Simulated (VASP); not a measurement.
# ZrTaN (Cmmm) in VASP: a series of runs

Runs on ZrTaN. Level: PBE. Tasks: single point, relaxation of cell and atoms.

All numbers are computed with VASP 6.6.1; they aren't measurements. Logs are shortened: lines on timing, memory, paths and dates and some standing lists are left out, and cuts for length are marked.

## Step 1: The cell of the first run

Symmetry: Cmmm, No. 65, orthorhombic system. The conventional cell has a = 4.369 Å, b = 5.115 Å, c = 4.707 Å, α = 90.00°, β = 90.00°, γ = 90.00°. Zr (site symmetry mmm) has 2 Ta at 2.35 Å within 3.1 Å. Ta (site symmetry mmm) has 4 N at 2.18 to 2.56 Å and 2 Zr at 2.35 Å within 2.9 Å. Within 2.9 Å of N (site symmetry mmm) lie 4 Ta at 2.18 to 2.56 Å.

## Step 2: Single point, PBE

File INCAR:

```
ALGO     = Normal         # electronic algorithm
EDIFF    = 1E-7           # SCF threshold, eV
ENCUT    = 520            # plane-wave cutoff, eV
GGA      = PE             # functional
ISIF     = 2              # what is computed and relaxed
ISMEAR   = 0              # smearing method
LASPH    = True           # aspherical terms in the spheres
LCHARG   = False          # write CHGCAR
LREAL    = False          # projectors in reciprocal space
LWAVE    = False          # write WAVECAR
NBANDS   = 21             # bands
NELM     = 60             # most SCF steps
PREC     = Accurate       # precision mode
SIGMA    = 0.1            # smearing width, eV
```

File KPOINTS:

```
k-points
0
Gamma
  6 6 4
```

File POSCAR:

```
ZrTaN
1.0
    2.1844665100     -2.5577215900      0.0000000000
    2.1844665100      2.5577215900      0.0000000000
    0.0000000000      0.0000000000      4.7070671700
Zr Ta N
1 1 1
Direct
    0.0000000000      0.0000000000      0.0000000000
    0.0000000000      0.0000000000      0.5000000000
    0.5000000000      0.5000000000      0.5000000000
```

Potentials or basis: VASP PAW PBE potentials, release 64 (Zr_sv, Ta_pv, N).

Run with:

```sh
> cat potpaw_PBE.64/Zr_sv/POTCAR potpaw_PBE.64/Ta_pv/POTCAR potpaw_PBE.64/N/POTCAR > POTCAR
> mpirun -np 1 vasp_std > vasp.out
```

OUTCAR:

```text
EDIFF = 1E-7
   ENCUT = 520
   GGA = PE
   ISIF = 2
   ISMEAR = 0
   LASPH = True
   LREAL = False
   NELM = 60
   PREC = Accurate

 ion  position               nearest neighbor table
   1  0.000  0.000  0.000-   2 2.35   2 2.35
   2  0.000  0.000  0.500-   3 2.18   3 2.18   1 2.35   1 2.35   3 2.56   3 2.56
   3  0.500  0.500  0.500-   2 2.18   2 2.18   2 2.56   2 2.56

  LATTYP: Found a base centered orthorhombic cell.
 ALAT       =     4.3689330200
 B/A-ratio  =     1.1708678427
 C/A-ratio  =     1.0773951325

  Lattice vectors:

 A1 = (   2.1844665100,  -2.5577215900,   0.0000000000)
 A2 = (   2.1844665100,   2.5577215900,   0.0000000000)
 A3 = (   0.0000000000,   0.0000000000,   4.7070671700)

Analysis of symmetry for initial positions (statically):
=====================================================================
 Subroutine PRICEL returns:
 Original cell was already a primitive cell.

 Routine SETGRP: Setting up the symmetry group for a
 base centered orthorhombic supercell.

 Subroutine GETGRP returns: Found  8 space group operations
 (whereof  8 operations were pure point group operations)
 out of a pool of  8 trial point group operations.

The static configuration has the point symmetry D_2h.

Analysis of symmetry for dynamics (positions and initial velocities):
=====================================================================
 Subroutine PRICEL returns:
 Original cell was already a primitive cell.

 Routine SETGRP: Setting up the symmetry group for a
 base centered orthorhombic supercell.

 Subroutine GETGRP returns: Found  8 space group operations
 (whereof  8 operations were pure point group operations)
 out of a pool of  8 trial point group operations.

The dynamic configuration has the point symmetry D_2h.

 Subroutine INISYM returns: Found  8 space group operations
 (whereof  8 operations are pure point group operations),
 and found     1 'primitive' translations

----------------------------------------------------------------------------------------

                                     Primitive cell

  volume of cell :      52.5992

  direct lattice vectors                    reciprocal lattice vectors
     2.184466510 -2.557721590  0.000000000     0.228888837 -0.195486484  0.000000000
     2.184466510  2.557721590  0.000000000     0.228888837  0.195486484  0.000000000
     0.000000000  0.000000000  4.707067170     0.000000000  0.000000000  0.212446512

  length of vectors
     3.363604267  3.363604267  4.707067170     0.301006753  0.301006753  0.212446512

  position of ions in fractional coordinates (direct lattice)
     0.000000000  0.000000000  0.000000000
     0.000000000  0.000000000  0.500000000
     0.500000000  0.500000000  0.500000000

  ion indices of the primitive-cell ions
   primitive index   ion index
                 1           1
                 2           2
                 3           3

----------------------------------------------------------------------------------------

 KPOINTS: k-points

Automatic generation of k-mesh.
 Grid dimensions read from file:
 generate k-points for:    6    6    4

 Generating k-lattice:

  Cartesian coordinates                     Fractional coordinates (reciprocal lattice)
     0.038148140 -0.032581081  0.000000000     0.166666667  0.000000000  0.000000000
     0.038148140  0.032581081  0.000000000     0.000000000  0.166666667  0.000000000
     0.000000000  0.000000000  0.053111628     0.000000000  0.000000000  0.250000000

  Length of vectors
     0.050167792  0.050167792  0.053111628

  Shift w.r.t. Gamma in fractional coordinates (k-lattice)
     0.000000000  0.000000000  0.000000000

 Subroutine IBZKPT returns following result:
 ===========================================

 Found     39 irreducible k-points:

 Following reciprocal coordinates:
            Coordinates               Weight
  0.000000  0.000000  0.000000      1.000000
  0.166667 -0.000000  0.000000      4.000000
  0.333333 -0.000000  0.000000      4.000000
  0.500000  0.000000  0.000000      2.000000
  0.166667  0.166667  0.000000      2.000000
  0.333333  0.166667  0.000000      4.000000
[... 16 lines left out ...]
  0.333333  0.333333  0.250000      4.000000
  0.500000  0.333333  0.250000      8.000000
 [... further k-points ...]
   k-points           NKPTS =     39   k-points in BZ     NKDIM =     39   number of bands    NBANDS=     21
   number of dos      NEDOS =    301   number of ions     NIONS =      3
   total plane-waves  NPLWV =  28224
   dimension x,y,z NGX =    28 NGY =   28 NGZ =   36
   dimension x,y,z NGXF=    56 NGYF=   56 NGZF=   72
   ions per type =               1   1   1
   NGX,Y,Z   is equivalent  to a cutoff of  13.84, 13.84, 12.71 a.u.
   NGXF,Y,Z  is equivalent  to a cutoff of  27.68, 27.68, 25.43 a.u.
 SYSTEM =  unknown system
   PREC   = accura    normal or accurate (medium, high low for compatibility)
   ISTART =      0    job   : 0-new  1-cont  2-samecut
   ICHARG =      2    charge: 1-file 2-atom 10-const
   ISPIN  =      1    spin polarized calculation?
   LNONCOLLINEAR =      F non collinear calculations
   LSORBIT =      F    spin-orbit coupling
   LASPH  =      T    aspherical Exc in radial PAW
   ENCUT  =  520.0 eV  38.22 Ry    6.18 a.u.   6.25  6.25  8.75*2*pi/ulx,y,z
   NELM   =     60;   NELMIN=  2; NELMDL= -5     # of ELM steps
   EDIFF  = 0.1E-06   stopping-criterion for ELM
   LREAL  =      F    real-space projection
   EDIFFG = 0.1E-05   stopping-criterion for IOM
   NSW    =      0    number of steps for IOM
   IBRION =     -1    ionic relax: 0-MD 1-quasi-New 2-CG
   NFREE  =      0    steps in history (QN), initial steepest desc. (CG)
   ISIF   =      2    stress and relaxation
   ISYM   =      2    0-nonsym 1-usesym 2-fastsym
   POTIM  = 0.5000    time-step for ionic-motion
   TEBEG  =    0.0;   TEEND  =   0.0 temperature during run
   PSTRESS=    0.0 pullay stress
   NELECT =      28.0000    total number of electrons
   NUPDOWN=      -1.0000    fix difference up-down
   EMIN   =  10.00;   EMAX   =-10.00  energy-range for DOS
   EFERMI =   0.00;   METHOD = LEGACY
   ISMEAR =     0;   SIGMA  =   0.10  broadening in eV -4-tet -1-fermi 0-gaus
   EFERMI_NEDOS =   21; number of points for ismear=-14 and -15
   IALGO  =     38    algorithm
   IMIX   =      4    mixing-type and parameters
     AMIX     =   0.40;   BMIX     =  1.00
     AMIX_MAG =   1.60;   BMIX_MAG =  1.00
  volume/ion in A,a.u.               =      17.53       118.32
  Fermi-wavevector in a.u.,A,eV,Ry     =   1.326787  2.507264 23.951197  1.760363
  Thomas-Fermi vector in A             =   2.456148
   LORBIT       =      0    0 simple, 1 ext, 2 COOP (PROOUT), +10 PAW based schemes
   GGA     = PE    functional components
   LHFCALC =     F    Hartree Fock is set to
   AEXX    =    0.0000 exact exchange contribution
   IVDW    =     0    specifies the selected vdW correction
   LEPSILON=     F    determine dielectric tensor
   LRPA    =     F    only Hartree local field effects (RPA)
 non-spin polarized calculation
 Gauss-broadening in eV      SIGMA  =   0.10
  energy-cutoff  :      520.00
  volume of cell :       52.60
 maximum number of plane-waves:      1427
 NGX is ok and might be reduce to    28
   NGX = 13   NGY = 13   NGZ = 17

 number of electron      27.9999998 magnetization

 Free energy of the ion-electron system (eV)
  ---------------------------------------------------
  ext. energy  EPLUGINS =         0.00000000
  ---------------------------------------------------
  free energy    TOTEN  =       -25.42031353 eV

  energy without entropy =      -25.40873547  energy(sigma->0) =      -25.41452450

 E-fermi :   6.6975     XC(G=0): -11.2105

 val. band max:        6.6367845021   @ k =  -0.1667   0.1667   0.5000
 cond. band min:       6.7096398174   @ k =   0.3333   0.3333   0.0000
 fundamental gap:      0.0728553153
 Fermi energy:         6.6975188696

 k-point     1 :       0.0000    0.0000    0.0000
  band No.  band energies     occupation
      1     -41.9643      2.00000
      2     -28.5230      2.00000
      3     -27.9460      2.00000
      4     -27.8819      2.00000
      5     -19.9357      2.00000
      6     -19.8072      2.00000
[... 13 lines left out ...]
     20      11.4924      0.00000
     21      13.1286      0.00000

 k-point     2 :       0.1667   -0.0000    0.0000
  band No.  band energies     occupation
      1     -41.9576      2.00000
      2     -28.5177      2.00000
      3     -27.9787      2.00000
      4     -27.8942      2.00000
      5     -19.9851      2.00000
      6     -19.8365      2.00000
[... 13 lines left out ...]
     20      12.7394      0.00000
     21      12.7733      0.00000

 k-point     3 :       0.3333   -0.0000    0.0000
  band No.  band energies     occupation
      1     -41.9443      2.00000
      2     -28.5073      2.00000
      3     -28.0668      2.00000
      4     -27.8947      2.00000
      5     -20.1288      2.00000
      6     -19.8463      2.00000
[... 13 lines left out ...]
     20      12.2651      0.00000
     21      13.4737      0.00000

 k-point     4 :       0.5000    0.0000    0.0000
  band No.  band energies     occupation
      1     -41.9377      2.00000
      2     -28.5020      2.00000
      3     -28.1130      2.00000
      4     -27.8921      2.00000
      5     -20.2057      2.00000
      6     -19.8442      2.00000
[... 13 lines left out ...]
     20      12.0296      0.00000
     21      13.0276      0.00000

 k-point     5 :       0.1667    0.1667    0.0000
  band No.  band energies     occupation
      1     -41.9509      2.00000
      2     -28.5122      2.00000
      3     -27.9913      2.00000
      4     -27.9308      2.00000
      5     -20.0096      2.00000
      6     -19.8943      2.00000
[... 13 lines left out ...]
     20      12.7327      0.00000
     21      13.6830      0.00000
[... 382 lines left out ...]
     20      11.2122      0.00000
     21      11.8913      0.00000

 k-point    22 :      -0.1667    0.1667    0.2500
  band No.  band energies     occupation
      1     -41.9718      2.00000
      2     -28.2807      2.00000
      3     -27.9911      2.00000
      4     -27.9108      2.00000
      5     -20.0195      2.00000
      6     -20.0081      2.00000
[... 13 lines left out ...]
     20      11.1383      0.00000
     21      11.2818      0.00000

 k-point    23 :       0.3333    0.3333    0.2500
  band No.  band energies     occupation
      1     -41.9453      2.00000
      2     -28.2623      2.00000
      3     -28.0795      2.00000
      4     -27.9906      2.00000
      5     -20.1393      2.00000
      6     -20.0812      2.00000
[... 13 lines left out ...]
     20      10.7910      0.00000
     21      11.5057      0.00000

 k-point    24 :       0.5000    0.3333    0.2500
  band No.  band energies     occupation
      1     -41.9391      2.00000
      2     -28.2585      2.00000
      3     -28.1089      2.00000
      4     -27.9893      2.00000
      5     -20.1876      2.00000
      6     -20.0948      2.00000
[... 13 lines left out ...]
     20      10.9438      0.00000
     21      12.6589      0.00000

 [... further k-points ...]
[... 5 lines left out ...]
  --------------------------------------------------------------------------------------
  -------------------------------------------------------------------------------------
  Total       -7.0145328     -7.0817399     16.7123231     -0.0000000      0.0000000      0.0000000
  in kB     -213.6634711   -215.7106082    509.0592753     -0.0000000      0.0000000      0.0000000
  external PRESSURE =      26.5617320 kB  Pullay stress =       0.0000000 kB

 VOLUME and BASIS-vectors are now :
 -----------------------------------------------------------------------------
  energy-cutoff  :      520.00
  volume of cell :       52.60
      direct lattice vectors                 reciprocal lattice vectors
     2.184466510 -2.557721590  0.000000000     0.228888837 -0.195486484  0.000000000
     2.184466510  2.557721590  0.000000000     0.228888837  0.195486484  0.000000000
     0.000000000  0.000000000  4.707067170     0.000000000  0.000000000  0.212446512

 POSITION                                       TOTAL-FORCE (eV/Angst)
 -----------------------------------------------------------------------------------
      0.00000      0.00000      0.00000         0.000000      0.000000      0.000000
      0.00000      0.00000      2.35353         0.000000      0.000000      0.000000
      2.18447      0.00000      2.35353        -0.000000     -0.000000      0.000000
 -----------------------------------------------------------------------------------
    total drift:                                0.000000      0.000000      0.000000

  FREE ENERGIE OF THE ION-ELECTRON SYSTEM (eV)
  ---------------------------------------------------
  free  energy   TOTEN  =       -25.4203135285 eV

  energy  without entropy=      -25.4087354723  energy(sigma->0) =      -25.41452450
```

Wall time 27 s (1 thread of Intel Xeon Platinum 8488C (Sapphire Rapids), shared host); peak memory 0.2 GiB.

What came out:

* Free energy: -25.4203 eV
* Pressure: 2.7 GPa
* Band gap on the k mesh: zero (band 14 reaches 7.58 eV, above the bottom of band 15 at 5.08 eV)

Caveat: spin-orbit coupling is left out, which moves the levels of the heavy elements.

## Step 3: Relaxation of cell and atoms, PBE

File INCAR:

```
PREC = Accurate
ENCUT = 600
EDIFF = 1E-6
ISMEAR = 0
SIGMA = 0.1
LREAL = F
LASPH = T
NELM = 60
ALGO = Normal
ISIF = 3
LWAVE = F
LCHARG = F
GGA = PE
IBRION = 2
NSW = 90
EDIFFG = -0.04
```

File KPOINTS:

```
regular mesh
0
Gamma
  6 6 4
```

POSCAR is that of step 2.

Potentials or basis: VASP PAW PBE potentials, release 64 (Zr_sv, Ta_pv, N).

Run with:

```sh
> cat potpaw_PBE.64/Zr_sv/POTCAR potpaw_PBE.64/Ta_pv/POTCAR potpaw_PBE.64/N/POTCAR > POTCAR
> mpirun -np 1 vasp_std > vasp.out
```

It took 6.4 min on 1 thread of Intel Xeon Platinum 8488C (Sapphire Rapids), shared host; peak memory 0.22 GiB.

The run converged. Its results:

```yaml
Free_energy: -28.6252 eV
Relaxed_volume: 17.76 Å³/atom
Relaxed_cell: a = 2.979 Å, b = 2.979 Å, c = 6.004 Å, α = 90.00°, β = 90.00°, γ = 90.04°
Space_group_after_relaxing_to_0.05_Å: P4/mmm (No. 123)
Energy_gained_by_relaxing: 1067.7 meV/atom
Ionic_steps: 13
Pressure_after_relaxing: -0.2 GPa
Band_gap_on_the_k_mesh: zero (band 14 reaches 7.25 eV, above the bottom of band 15 at 5.44 eV)
```

Stress tensor (GPa, compression positive):
```
-0.22  0.00  0.00
 0.00 -0.35  0.00
 0.00  0.00 -0.01
```

Step by step:
| step | energy change (eV) | largest force (eV/Å) | pressure (GPa) | volume (Å³) |
| --- | --- | --- | --- | --- |
| 1 | 0.0000 | 0.0000 | 2.61 | 52.60 |
| 2 | -2.5929 | 0.0000 | 9.63 | 52.43 |
| 3 | -2.6417 | 0.0000 | 5.20 | 52.68 |
| 4 | -3.0120 | 0.0000 | -3.10 | 56.69 |
| 5 | -3.1669 | 0.0000 | -4.10 | 55.39 |
| 6 | -3.1597 | 0.0000 | 5.46 | 52.23 |
| 7 | -3.1920 | 0.0000 | 0.08 | 53.87 |
| 8 | -3.2021 | 0.0000 | -0.32 | 53.49 |
| 9 | -3.2023 | 0.0000 | -0.37 | 53.43 |
| 10 | -3.2031 | 0.0000 | 0.33 | 53.11 |
| 11 | -3.2031 | 0.0000 | 0.22 | 53.17 |
| 12 | -3.2031 | 0.0000 | 0.18 | 53.18 |
| 13 | -3.2031 | 0.0000 | -0.19 | 53.28 |

Final structure:
```yaml
crystal:
  lattice:
    - [2.10566, -2.10719, 0.00000]
    - [2.10566, 2.10719, 0.00000]
    - [0.00000, 0.00000, 6.00384]
  atoms:
    - { symbol: Zr, position: [0.00000, 0.00000, 0.00000] }
    - { symbol: Ta, position: [0.00000, 0.00000, 0.50000] }
    - { symbol: N, position: [0.50000, 0.50000, 0.50000] }
```

Levels at points of the mesh, in eV from the Fermi level:
```tsv
k point	band 10	band 11	band 12	band 13	band 14	band 15	band 16	band 17	band 18
(0.00, 0.00, 0.00)	-4.55	-3.27	-2.69	-2.68	-2.16	-1.17	1.37	1.37	2.51
(0.50, 0.00, 0.00)	-6.37	-5.89	-2.50	-0.82	0.03	1.36	2.02	2.59	3.20
(0.50, 0.50, 0.00)	-4.13	-2.98	-2.25	-2.24	-2.16	-1.35	2.04	2.04	5.36
(0.00, 0.00, 0.50)	-3.23	-2.69	-2.69	-2.30	-2.21	-1.25	0.72	1.93	1.93
(0.50, 0.00, 0.50)	-6.37	-5.65	-1.23	-1.20	-0.52	0.34	2.45	2.53	2.58
(0.50, 0.50, 0.50)	-4.20	-3.41	-1.53	-1.40	-1.39	0.23	0.24	0.69	1.71
```

Caveat: spin-orbit coupling is left out, which moves the levels of the heavy elements.
